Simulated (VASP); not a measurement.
# Na (P6_3/mmc) in VASP: single point with PBE

Aim: the single point of Na with PBE.

Program: VASP 6.6.1. These are calculated values, not measurements. Logs are shortened: lines on timing, memory, paths and dates and some standing lists are left out, and cuts for length are marked.

## (1) The cell of the first run

Symmetry: P6_3/mmc, No. 194, hexagonal system. Conventional cell: a = 3.578 Å, b = 3.578 Å, c = 5.813 Å, α = 90.00°, β = 90.00°, γ = 120.00°. Within 4.7 Å of Na (site symmetry -6m2) lie 12 Na at 3.57 to 3.58 Å.

## (2) Single point, PBE

Contents of INCAR:

```
SYSTEM = Na
ALGO     = Normal         ! electronic algorithm
EDIFF    = 1E-7           ! SCF threshold, eV
ENCUT    = 520            ! plane-wave cutoff, eV
GGA      = PE             ! functional
ISIF     = 2              ! what is computed and relaxed
ISMEAR   = -1             ! smearing method
LASPH    = .TRUE.         ! aspherical terms in the spheres
LCHARG   = .FALSE.        ! write CHGCAR
LREAL    = .FALSE.        ! projectors in reciprocal space
LWAVE    = .FALSE.        ! write WAVECAR
NBANDS   = 14             ! bands
NELM     = 100            ! most SCF steps
PREC     = Accurate       ! precision mode
SIGMA    = 0.08           ! smearing width, eV
```

Contents of KPOINTS:

```
k-points
0
G
  12 12 7
  0 0 0
```

Contents of POSCAR:

```
Na
1.0
    3.5783697003      0.0000000000      0.0000000000
   -1.7891848501      3.0989590646      0.0000000000
    0.0000000000      0.0000000000      5.8129968180
Na
2
Direct
    0.3333333333      0.6666666667      0.2500000000
    0.6666666667      0.3333333333      0.7500000000
```

Potentials or basis: VASP PAW PBE potentials, release 64 (Na_pv).

On the command line:

```bash
$ cat potpaw_PBE.64/Na_pv/POTCAR > POTCAR
$ mpirun -np 1 vasp_std > vasp.out
```

OUTCAR:

```text
SYSTEM = Na
   EDIFF = 1E-7
   ENCUT = 520
   GGA = PE
   ISIF = 2
   ISMEAR = -1
   LASPH = .TRUE.
   LREAL = .FALSE.
   NELM = 100
   PREC = Accurate

 ion  position               nearest neighbor table
   1  0.333  0.667  0.250-
   2  0.667  0.333  0.750-

  LATTYP: Found a hexagonal cell.
 ALAT       =     3.5783697003
 C/A-ratio  =     1.6244819023

  Lattice vectors:

 A1 = (   3.5783697003,   0.0000000000,   0.0000000000)
 A2 = (  -1.7891848501,   3.0989590646,   0.0000000000)
 A3 = (   0.0000000000,   0.0000000000,   5.8129968180)

Analysis of symmetry for initial positions (statically):
=====================================================================
 Subroutine PRICEL returns:
 Original cell was already a primitive cell.

 Routine SETGRP: Setting up the symmetry group for a
 hexagonal supercell.

 Subroutine GETGRP returns: Found 24 space group operations
 (whereof 12 operations were pure point group operations)
 out of a pool of 24 trial point group operations.

The static configuration has the point symmetry D_3d.
 The point group associated with its full space group is D_6h.

Analysis of symmetry for dynamics (positions and initial velocities):
=====================================================================
 Subroutine PRICEL returns:
 Original cell was already a primitive cell.

 Routine SETGRP: Setting up the symmetry group for a
 hexagonal supercell.

 Subroutine GETGRP returns: Found 24 space group operations
 (whereof 12 operations were pure point group operations)
 out of a pool of 24 trial point group operations.

The dynamic configuration has the point symmetry D_3d.
 The point group associated with its full space group is D_6h.

 Subroutine INISYM returns: Found 24 space group operations
 (whereof 12 operations are pure point group operations),
 and found     1 'primitive' translations

----------------------------------------------------------------------------------------

                                     Primitive cell

  volume of cell :      64.4616

  direct lattice vectors                    reciprocal lattice vectors
     3.578369700  0.000000000  0.000000000     0.279456871  0.161344500  0.000000000
    -1.789184850  3.098959065  0.000000000     0.000000000  0.322688999  0.000000000
     0.000000000  0.000000000  5.812996818     0.000000000  0.000000000  0.172028307

  length of vectors
     3.578369700  3.578369700  5.812996818     0.322688999  0.322688999  0.172028307

[... 85 lines left out ...]
   NFREE  =      0    steps in history (QN), initial steepest desc. (CG)
   ISIF   =      2    stress and relaxation
   ISYM   =      2    0-nonsym 1-usesym 2-fastsym
   POTIM  = 0.5000    time-step for ionic-motion
   TEBEG  =    0.0;   TEEND  =   0.0 temperature during run
   PSTRESS=    0.0 pullay stress
   NELECT =      14.0000    total number of electrons
   NUPDOWN=      -1.0000    fix difference up-down
   EMIN   =  10.00;   EMAX   =-10.00  energy-range for DOS
   EFERMI =   0.00;   METHOD = LEGACY
   ISMEAR =    -1;   SIGMA  =   0.08  broadening in eV -4-tet -1-fermi 0-gaus
   EFERMI_NEDOS =   21; number of points for ismear=-14 and -15
   IALGO  =     38    algorithm
   IMIX   =      4    mixing-type and parameters
     AMIX     =   0.40;   BMIX     =  1.00
     AMIX_MAG =   1.60;   BMIX_MAG =  1.00
  volume/ion in A,a.u.               =      32.23       217.50
  Fermi-wavevector in a.u.,A,eV,Ry     =   0.984050  1.859585 13.175259  0.968354
  Thomas-Fermi vector in A             =   2.115254
   LORBIT       =      0    0 simple, 1 ext, 2 COOP (PROOUT), +10 PAW based schemes
   GGA     = PE    functional components
   LHFCALC =     F    Hartree Fock is set to
   AEXX    =    0.0000 exact exchange contribution
   IVDW    =     0    specifies the selected vdW correction
   LEPSILON=     F    determine dielectric tensor
   LRPA    =     F    only Hartree local field effects (RPA)
 non-spin polarized calculation
  energy-cutoff  :      520.00
  volume of cell :       64.46
 maximum number of plane-waves:      1762
 NGX is ok and might be reduce to    28
   NGX = 13   NGY = 13   NGZ = 21

 number of electron      14.0000019 magnetization

 Free energy of the ion-electron system (eV)
  ---------------------------------------------------
  ext. energy  EPLUGINS =         0.00000000
  ---------------------------------------------------
  free energy    TOTEN  =        -2.59463993 eV

  energy without entropy =       -2.57532081  energy(sigma->0) =       -2.58498037

 E-fermi :   0.7675     XC(G=0):  -6.8783

 val. band max:        0.7538362713   @ k =   0.1667   0.1667   0.2857
 cond. band min:       0.7678498239   @ k =   0.0833   0.0833   0.1429
 fundamental gap:      0.0140135526
 Fermi energy:         0.7675395034

 k-point     1 :       0.0000    0.0000    0.0000
  band No.  band energies     occupation
      1     -24.0972      2.00000
      2     -24.0470      2.00000
      3     -24.0470      2.00000
      4     -24.0390      2.00000
      5     -24.0390      2.00000
      6     -24.0389      2.00000
      7      -2.8225      2.00000
      8       1.3597      0.00122
      9       1.9044      0.00000
     10      11.5028      0.00000
     11      11.5028      0.00000
     12      12.0483      0.00000
     13      12.0483      0.00000
     14      12.0607      0.00000
[... 377 lines left out ...]
      1     -24.0846      2.00000
      2     -24.0746      2.00000
      3     -24.0711      2.00000
      4     -24.0561      2.00000
      5     -24.0470      2.00000
      6     -24.0451      2.00000
      7      -0.9549      2.00000
      8       2.0888      0.00000
      9       3.9109      0.00000
     10       4.8997      0.00000
     11       6.9198      0.00000
     12       8.7028      0.00000
     13       9.0206      0.00000
     14      10.9017      0.00000

 [... further k-points ...]
[... 5 lines left out ...]
  --------------------------------------------------------------------------------------
  -------------------------------------------------------------------------------------
  Total        0.5659049      0.5659049      0.5688969      0.0000000      0.0000000     -0.0000000
  in kB       14.0654264     14.0654264     14.1397919      0.0000000      0.0000000     -0.0000000
  external PRESSURE =      14.0902149 kB  Pullay stress =       0.0000000 kB

 VOLUME and BASIS-vectors are now :
 -----------------------------------------------------------------------------
  energy-cutoff  :      520.00
  volume of cell :       64.46
      direct lattice vectors                 reciprocal lattice vectors
     3.578369700  0.000000000  0.000000000     0.279456871  0.161344500  0.000000000
    -1.789184850  3.098959065  0.000000000     0.000000000  0.322688999  0.000000000
     0.000000000  0.000000000  5.812996818     0.000000000  0.000000000  0.172028307

 POSITION                                       TOTAL-FORCE (eV/Angst)
 -----------------------------------------------------------------------------------
     -0.00000      2.06597      1.45325         0.000000     -0.000000      0.000000
      1.78918      1.03299      4.35975        -0.000000      0.000000      0.000000
 -----------------------------------------------------------------------------------
    total drift:                               -0.000000      0.000000     -0.000000

  FREE ENERGIE OF THE ION-ELECTRON SYSTEM (eV)
  ---------------------------------------------------
  free  energy   TOTEN  =        -2.5946399311 eV

  energy  without entropy=       -2.5753208124  energy(sigma->0) =       -2.58498037
```

OSZICAR:

```text
N       E                     dE             d eps       ncg     rms          rms(c)
DAV:   1     0.104222390741E+03    0.10422E+03   -0.77592E+03  2134   0.101E+03
DAV:   2     0.155356929557E+01   -0.10267E+03   -0.10118E+03  2200   0.288E+02
DAV:   3    -0.253941111920E+01   -0.40930E+01   -0.40892E+01  2848   0.635E+01
DAV:   4    -0.259610835460E+01   -0.56697E-01   -0.56696E-01  2328   0.823E+00
DAV:   5    -0.259733631857E+01   -0.12280E-02   -0.12279E-02  2764   0.120E+00    0.309E-01
DAV:   6    -0.259578846489E+01    0.15479E-02   -0.10578E-03  2594   0.405E-01    0.204E-01
DAV:   7    -0.259465389966E+01    0.11346E-02   -0.17948E-03  3090   0.472E-01    0.242E-02
DAV:   8    -0.259464113526E+01    0.12764E-04   -0.12032E-04  2734   0.188E-01    0.368E-03
DAV:   9    -0.259464064064E+01    0.49462E-06   -0.23412E-06  2674   0.245E-02    0.176E-03
DAV:  10    -0.259463992263E+01    0.71801E-06   -0.19055E-07  2422   0.338E-03    0.147E-04
DAV:  11    -0.259463993107E+01   -0.84374E-08   -0.35767E-09  1304   0.716E-04
   1 F= -.25946399E+01 E0= -.25849804E+01  d E =-.193191E-01
```

stdout:

```text
POSCAR found type information on POSCAR Na
 POSCAR found :  1 types and       2 ions
 scaLAPACK will be used
 LDA part: xc-table for (Slater+PW92), standard interpolation
 POSCAR, INCAR and KPOINTS ok, starting setup
 FFT: planning ... GRIDC
 FFT: planning ... GRID_SOFT
 FFT: planning ... GRID
 WAVECAR not read
 entering main loop
```

Wall time 19 s (1 thread of Intel Xeon 6975P-C (Granite Rapids), shared host); peak memory 0.19 GiB.

Results:

```
Free energy            : -2.5946 eV
Pressure               : 1.4 GPa
Band gap on the k mesh : zero (band 7 reaches 2.85 eV, above the bottom of band 8 at -1.33 eV)
```
